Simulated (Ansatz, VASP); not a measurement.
# MgB2 in VASP and in Ansatz

```xyz
3
Lattice="3.0729 0.0000 0.0000 -1.5364 2.6612 0.0000 0.0000 0.0000 3.5320" Properties=species:S:1:pos:R:3 pbc="T T T"
Mg    0.0000    0.0000    0.0000
B     0.0000    1.7741    1.7660
B     1.5364    0.8871    1.7660
```

Alike in both runs: task relaxation of cell and atoms; functional PBE; k mesh 15 × 15 × 12; occupations fermi-dirac, width 0.15 eV; no spin polarisation.

|  | VASP | Ansatz |
| --- | --- | --- |
| version | VASP 6.6.1 | Ansatz 0.2.0 |
| potentials or method | VASP PAW PBE potentials, release 64 (Mg, B), cutoff 600 eV | scalar-relativistic, plane waves, PAW |
| valence electrons in the cell | 8 | 16 |

Ansatz gave:

- gap on the k mesh at the Fermi level, each at its own relaxed structure (eV): none
- relaxed volume (Å³/atom): 9.63
- relaxed cell length with the largest relative difference (Å): 3.526

Question: Estimate VASP's values.

Answer: gap on the k mesh at the Fermi level, each at its own relaxed structure (eV): none; relaxed volume (Å³/atom): 9.61; relaxed cell length with the largest relative difference (Å): 3.521.

A gap of «none» marks a metal or a gap that the smearing closes. VASP's potentials hold 8 valence electrons a cell and Ansatz's 16, so a difference there can come from the potentials and not from the codes.
